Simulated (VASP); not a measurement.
Here is a VASP 6.6.1 calculation.

INCAR

```
SYSTEM = AlNi
  ALGO = Fast
  EDIFF = 1E-6
  ENCUT = 520
  GGA = PE
  ISIF = 2
  ISMEAR = -1
  ISPIN = 2
  LASPH = .True.
  LCHARG = .True.
  LELF = .True.
  LMAXMIX = 4
  LORBIT = 11
  LREAL = .False.
  LVHAR = .True.
  LWAVE = .False.
  MAGMOM = 1 0
  NBANDS = 18
  NELM = 150
  PREC = Accurate
  SIGMA = 0.05
```

Contents of KPOINTS:

```
k-points
0
Gamma
  11 11 7
  0 0 0
```

Contents of POSCAR:

```
AlNi
1.0
    2.3006810000     -1.3946800000      0.0000000000
    2.3006810000      1.3946800000      0.0000000000
   -1.3564510000      0.0000000000      3.8808380000
Ni Al
1 1
Direct
    0.5000000000      0.5000000000      0.5000000000
    0.0000000000      0.0000000000      0.0000000000
```

Potentials or basis: VASP PAW PBE potentials, release 64 (Ni, Al).

Command:

```bash
$ cat potpaw_PBE.64/Ni/POTCAR potpaw_PBE.64/Al/POTCAR > POTCAR
$ mpirun -np 1 vasp_std > vasp.out
```

What does it give for the pressure?

2.5 GPa.

Estimate the net moment.

0.00 μB per cell.

Stress tensor (GPa, compression positive):
```
 3.30  0.00 -0.70
 0.00  1.39  0.00
-0.70  0.00  2.70
```
